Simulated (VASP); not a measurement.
TiSi2:

```
CELL_PARAMETERS angstrom
-1.47287 1.71213 4.21208
1.47287 -1.71213 4.21208
1.47287 1.71213 -4.21208
ATOMIC_POSITIONS crystal
Ti 0.00000 0.00000 0.00000
Si 0.67008 0.67008 0.00000
Si 0.32992 0.32992 0.00000
```

Base run:

```yaml
Program: VASP 6.6.1
Functional: PBE
Potentials_or_basis: VASP PAW PBE potentials, release 64 (Ti_sv, Si)
Cutoff: 520 eV
k_mesh: 12 × 12 × 12
Occupations: fermi-dirac, width 0.05 eV
Spin: no spin polarisation
```

Its results: band gap on the k mesh zero (band 10 reaches 11.33 eV, above the bottom of band 11 at 9.00 eV); pressure 0.2 GPa; largest force 0.013 eV/Å.

**Question.** The run is repeated on the same cell with these changes: dispersion from none to D3(BJ). What comes out?

**Answer.** Band gap on the k mesh zero (band 10 reaches 11.33 eV, above the bottom of band 11 at 9.00 eV); pressure -6.0 GPa; largest force 0.015 eV/Å.

Dispersion adds attraction, which lowers the pressure at fixed volume and, as a term added to the energy, leaves the levels alone.

Caveats: three body term missing (some runs); pairwise dispersion overbinds metals, which lowers pressure and volume (some runs).
